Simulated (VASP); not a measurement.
# Os in VASP: a series of runs

Os is run at these levels: PBE; tasks: single point, relaxation of cell and atoms.

Program: VASP 6.6.1. These are calculated values, not measurements. Logs are shortened: lines on timing, memory, paths and dates and some standing lists are left out, and cuts for length are marked.

**1. The cell of the first run**

It takes space group C2/c (No. 15, monoclinic). Conventional cell: a = 2.550 Å, b = 7.424 Å, c = 3.072 Å, α = 90.00°, β = 92.02°, γ = 90.00°. Within 3.3 Å of Os (site symmetry 2) lie 10 Os at 2.48 to 3.07 Å.

**2. Single point, PBE**

INCAR

```
  PREC = Accurate
  ENCUT = 520
  EDIFF = 1E-6
  ISMEAR = 0
  SIGMA = 0.1
  LREAL = False
  LASPH = True
  NELM = 80
  ALGO = Fast
  ISIF = 2
  LWAVE = False
  LCHARG = False
  GGA = PE
  NBANDS = 15
```

KPOINTS

```
Automatic mesh
0
Gamma
  8 8 6
```

POSCAR

```
Os
1.0
    1.2749035687     -3.7117854082      0.0000000000
    1.2749035687      3.7117854082      0.0000000000
   -0.1082700102      0.0000000000      3.0696598992
Os
2
Direct
    0.8690000000      0.1310000000      0.2500000000
    0.1310000000      0.8690000000      0.7500000000
```

Potentials or basis: VASP PAW PBE potentials, release 64 (Os).

Started as:

```
cat potpaw_PBE.64/Os/POTCAR > POTCAR
mpirun -np 1 vasp_std > vasp.out
```

OUTCAR:

```text
PREC = Accurate
   ENCUT = 520
   EDIFF = 1E-6
   ISMEAR = 0
   LREAL = False
   LASPH = True
   NELM = 80
   ISIF = 2
   GGA = PE

 ion  position               nearest neighbor table
   1  0.869  0.131  0.250-   2 2.48   2 2.48   2 2.64   2 2.64   2 2.69   2 2.69
   2  0.131  0.869  0.750-   1 2.48   1 2.48   1 2.64   1 2.64   1 2.69   1 2.69

  LATTYP: Found a base centered monoclinic cell.
 ALAT       =     2.5498071374
 B/A-ratio  =     2.9114244397
 C/A-ratio  =     1.2046278548
 COS(beta)  =    -0.0352490928

  Lattice vectors:

 A1 = (   1.2749035687,  -3.7117854082,   0.0000000000)
 A2 = (   1.2749035687,   3.7117854082,   0.0000000000)
 A3 = (  -0.1082700102,   0.0000000000,   3.0696598992)

Analysis of symmetry for initial positions (statically):
=====================================================================
 Subroutine PRICEL returns:
 Original cell was already a primitive cell.

 Routine SETGRP: Setting up the symmetry group for a
 base centered monoclinic supercell.

 Subroutine GETGRP returns: Found  4 space group operations
 (whereof  2 operations were pure point group operations)
 out of a pool of  4 trial point group operations.

The static configuration has the point symmetry S_2 .
 The point group associated with its full space group is C_2h.

Analysis of symmetry for dynamics (positions and initial velocities):
=====================================================================
 Subroutine PRICEL returns:
 Original cell was already a primitive cell.

 Routine SETGRP: Setting up the symmetry group for a
 base centered monoclinic supercell.

 Subroutine GETGRP returns: Found  4 space group operations
 (whereof  2 operations were pure point group operations)
 out of a pool of  4 trial point group operations.

The dynamic configuration has the point symmetry S_2 .
 The point group associated with its full space group is C_2h.

 Subroutine INISYM returns: Found  4 space group operations
 (whereof  2 operations are pure point group operations),
 and found     1 'primitive' translations

----------------------------------------------------------------------------------------

                                     Primitive cell

  volume of cell :      29.0523

  direct lattice vectors                    reciprocal lattice vectors
     1.274903569 -3.711785408  0.000000000     0.392186525 -0.134706063  0.013832816
     1.274903569  3.711785408  0.000000000     0.392186525  0.134706063  0.013832816
    -0.108270010  0.000000000  3.069659899     0.000000000  0.000000000  0.325768988

  length of vectors
     3.924631196  3.924631196  3.071568702     0.414906424  0.414906424  0.325768988

  position of ions in fractional coordinates (direct lattice)
     0.869000000  0.131000000  0.250000000
     0.131000000  0.869000000  0.750000000

  ion indices of the primitive-cell ions
   primitive index   ion index
                 1           1
                 2           2

----------------------------------------------------------------------------------------

 KPOINTS: Automatic mesh

Automatic generation of k-mesh.
 Grid dimensions read from file:
 generate k-points for:    8    8    6

 Generating k-lattice:

  Cartesian coordinates                     Fractional coordinates (reciprocal lattice)
     0.049023316 -0.016838258  0.001729102     0.125000000  0.000000000 -0.000000000
     0.049023316  0.016838258  0.001729102     0.000000000  0.125000000 -0.000000000
     0.000000000  0.000000000  0.054294831     0.000000000  0.000000000  0.166666667

  Length of vectors
     0.051863303  0.051863303  0.054294831

  Shift w.r.t. Gamma in fractional coordinates (k-lattice)
     0.000000000  0.000000000  0.000000000

 Subroutine IBZKPT returns following result:
 ===========================================

 Found    114 irreducible k-points:

 Following reciprocal coordinates:
            Coordinates               Weight
  0.000000  0.000000  0.000000      1.000000
  0.125000  0.000000  0.000000      4.000000
  0.250000  0.000000  0.000000      4.000000
  0.375000 -0.000000 -0.000000      4.000000
  0.500000  0.000000  0.000000      2.000000
  0.125000  0.125000  0.000000      2.000000
[... 16 lines left out ...]
  0.125000  0.000000  0.166667      4.000000
  0.250000  0.000000  0.166667      4.000000
 [... further k-points ...]
   k-points           NKPTS =    114   k-points in BZ     NKDIM =    114   number of bands    NBANDS=     15
   number of dos      NEDOS =    301   number of ions     NIONS =      2
   total plane-waves  NPLWV =  21600
   dimension x,y,z NGX =    30 NGY =   30 NGZ =   24
   dimension x,y,z NGXF=    60 NGYF=   60 NGZF=   48
   ions per type =               2
   NGX,Y,Z   is equivalent  to a cutoff of  12.71, 12.71, 12.99 a.u.
   NGXF,Y,Z  is equivalent  to a cutoff of  25.42, 25.42, 25.98 a.u.
 SYSTEM =  unknown system
   PREC   = accura    normal or accurate (medium, high low for compatibility)
   ISTART =      0    job   : 0-new  1-cont  2-samecut
   ICHARG =      2    charge: 1-file 2-atom 10-const
   ISPIN  =      1    spin polarized calculation?
   LNONCOLLINEAR =      F non collinear calculations
   LSORBIT =      F    spin-orbit coupling
   LASPH  =      T    aspherical Exc in radial PAW
   ENCUT  =  520.0 eV  38.22 Ry    6.18 a.u.   7.30  7.30  5.71*2*pi/ulx,y,z
   NELM   =     80;   NELMIN=  2; NELMDL= -5     # of ELM steps
   EDIFF  = 0.1E-05   stopping-criterion for ELM
   LREAL  =      F    real-space projection
   EDIFFG = 0.1E-04   stopping-criterion for IOM
   NSW    =      0    number of steps for IOM
   IBRION =     -1    ionic relax: 0-MD 1-quasi-New 2-CG
   NFREE  =      0    steps in history (QN), initial steepest desc. (CG)
   ISIF   =      2    stress and relaxation
   ISYM   =      2    0-nonsym 1-usesym 2-fastsym
   POTIM  = 0.5000    time-step for ionic-motion
   TEBEG  =    0.0;   TEEND  =   0.0 temperature during run
   PSTRESS=    0.0 pullay stress
   NELECT =      16.0000    total number of electrons
   NUPDOWN=      -1.0000    fix difference up-down
   EMIN   =  10.00;   EMAX   =-10.00  energy-range for DOS
   EFERMI =   0.00;   METHOD = LEGACY
   ISMEAR =     0;   SIGMA  =   0.10  broadening in eV -4-tet -1-fermi 0-gaus
   EFERMI_NEDOS =   21; number of points for ismear=-14 and -15
   IALGO  =     68    algorithm
   IMIX   =      4    mixing-type and parameters
     AMIX     =   0.40;   BMIX     =  1.00
     AMIX_MAG =   1.60;   BMIX_MAG =  1.00
  volume/ion in A,a.u.               =      14.53        98.03
  Fermi-wavevector in a.u.,A,eV,Ry     =   1.341904  2.535830 24.500085  1.800705
  Thomas-Fermi vector in A             =   2.470100
   LORBIT       =      0    0 simple, 1 ext, 2 COOP (PROOUT), +10 PAW based schemes
   GGA     = PE    functional components
   LHFCALC =     F    Hartree Fock is set to
   AEXX    =    0.0000 exact exchange contribution
   IVDW    =     0    specifies the selected vdW correction
   LEPSILON=     F    determine dielectric tensor
   LRPA    =     F    only Hartree local field effects (RPA)
 non-spin polarized calculation
 RMM-DIIS sequential band-by-band and
 Gauss-broadening in eV      SIGMA  =   0.10
  energy-cutoff  :      520.00
  volume of cell :       29.05
 maximum number of plane-waves:       793
 NGX is ok and might be reduce to    30
   NGX = 15   NGY = 15   NGZ = 11

 number of electron      15.9999999 magnetization

 Free energy of the ion-electron system (eV)
  ---------------------------------------------------
  ext. energy  EPLUGINS =         0.00000000
  ---------------------------------------------------
  free energy    TOTEN  =       -20.53914016 eV

  energy without entropy =      -20.52905180  energy(sigma->0) =      -20.53409598

 E-fermi :   8.9733     XC(G=0): -13.7446

 val. band max:        8.9589014116   @ k =   0.5000   0.3750   0.1667
 cond. band min:       8.9747728464   @ k =   0.2500   0.1250  -0.0000
 fundamental gap:      0.0158714348
 Fermi energy:         8.9733174397

 k-point     1 :       0.0000    0.0000    0.0000
  band No.  band energies     occupation
      1      -1.6058      2.00000
      2       1.3657      2.00000
      3       2.9365      2.00000
      4       3.4753      2.00000
      5       4.1525      2.00000
      6       8.9070      1.65133
      7       9.3018      0.00000
      8       9.6078      0.00000
      9      10.1897      0.00000
     10      10.2267      0.00000
     11      12.3935      0.00000
     12      13.0171      0.00000
     13      17.2270      0.00000
     14      21.8052      0.00000
     15      24.7331      0.00000

 k-point     2 :       0.1250    0.0000    0.0000
  band No.  band energies     occupation
      1      -1.0201      2.00000
      2       1.6393      2.00000
      3       3.5819      2.00000
      4       3.6600      2.00000
      5       4.7284      2.00000
      6       7.4449      2.00000
      7       8.5638      2.00000
      8       8.6853      1.99995
      9       9.3694      0.00000
     10      10.1599      0.00000
     11      12.9052      0.00000
     12      13.9774      0.00000
     13      19.0341      0.00000
     14      22.3302      0.00000
     15      25.0436      0.00000

 k-point     3 :       0.2500    0.0000    0.0000
  band No.  band energies     occupation
      1       0.4105      2.00000
      2       2.3071      2.00000
      3       4.0635      2.00000
      4       4.6953      2.00000
      5       5.0481      2.00000
      6       6.7742      2.00000
      7       7.2393      2.00000
      8       8.2368      2.00000
      9       8.3329      2.00000
     10       9.6295      0.00000
     11      12.4877      0.00000
     12      15.3290      0.00000
     13      21.4779      0.00000
     14      22.4989      0.00000
     15      23.5950      0.00000
[... 343 lines left out ...]
 k-point    23 :       0.1250    0.0000    0.1667
  band No.  band energies     occupation
      1      -0.3572      2.00000
      2       2.2330      2.00000
      3       3.1362      2.00000
      4       4.3218      2.00000
      5       4.7928      2.00000
      6       6.6158      2.00000
      7       7.6385      2.00000
      8       9.3518      0.00000
      9       9.8999      0.00000
     10      10.2672      0.00000
     11      11.1972      0.00000
     12      16.3367      0.00000
     13      16.8859      0.00000
     14      22.7068      0.00000
     15      24.4975      0.00000

 k-point    24 :       0.2500    0.0000    0.1667
  band No.  band energies     occupation
      1       1.0003      2.00000
      2       2.8401      2.00000
      3       3.7130      2.00000
      4       4.5902      2.00000
      5       5.2117      2.00000
      6       6.5273      2.00000
      7       7.0779      2.00000
      8       7.9882      2.00000
      9       9.2128      0.00071
     10       9.8128      0.00000
     11      11.4870      0.00000
     12      17.2811      0.00000
     13      18.9847      0.00000
     14      21.8243      0.00000
     15      23.5717      0.00000

 [... further k-points ...]
[... 5 lines left out ...]
  --------------------------------------------------------------------------------------
  -------------------------------------------------------------------------------------
  Total        9.5321680      6.9578199     -2.0716652      0.0000000      0.0000000      0.7546481
  in kB      525.6804368    383.7101717   -114.2482897      0.0000000      0.0000000     41.6173656
  external PRESSURE =     265.0474396 kB  Pullay stress =       0.0000000 kB

 VOLUME and BASIS-vectors are now :
 -----------------------------------------------------------------------------
  energy-cutoff  :      520.00
  volume of cell :       29.05
      direct lattice vectors                 reciprocal lattice vectors
     1.274903569 -3.711785408  0.000000000     0.392186525 -0.134706063  0.013832816
     1.274903569  3.711785408  0.000000000     0.392186525  0.134706063  0.013832816
    -0.108270010  0.000000000  3.069659899     0.000000000  0.000000000  0.325768988

 POSITION                                       TOTAL-FORCE (eV/Angst)
 -----------------------------------------------------------------------------------
      1.24784     -2.73930      0.76741        -0.000000      1.840287     -0.000000
      1.19370      2.73930      2.30224         0.000000     -1.840287      0.000000
 -----------------------------------------------------------------------------------
    total drift:                                0.000000      0.000000     -0.000000

  FREE ENERGIE OF THE ION-ELECTRON SYSTEM (eV)
  ---------------------------------------------------
  free  energy   TOTEN  =       -20.5391401609 eV

  energy  without entropy=      -20.5290517970  energy(sigma->0) =      -20.53409598
```

Run time: 35 s. Hardware: 1 thread of AMD EPYC 9R45 (Zen 5), shared host; peak memory 0.15 GiB.

Results:

```yaml
Free_energy: -20.5391 eV
Pressure: 26.5 GPa
Largest_force: 1.840 eV/Å
Band_gap_on_the_k_mesh: zero (band 8 reaches 9.96 eV, above the bottom of band 9 at 7.89 eV)
```

Forces on the atoms (eV/Å):
```
Os   0.000  1.840  0.000
Os   0.000 -1.840  0.000
```

Stress tensor (GPa, compression positive):
```
 52.57   0.00   4.16
  0.00  38.37   0.00
  4.16   0.00 -11.42
```

Caveat: spin-orbit coupling is left out, which moves the levels of the heavy elements; forces of over 1 eV/Å act on the atoms, so gaps and moduli don't describe the material at rest.

[end of part 1 of 3]
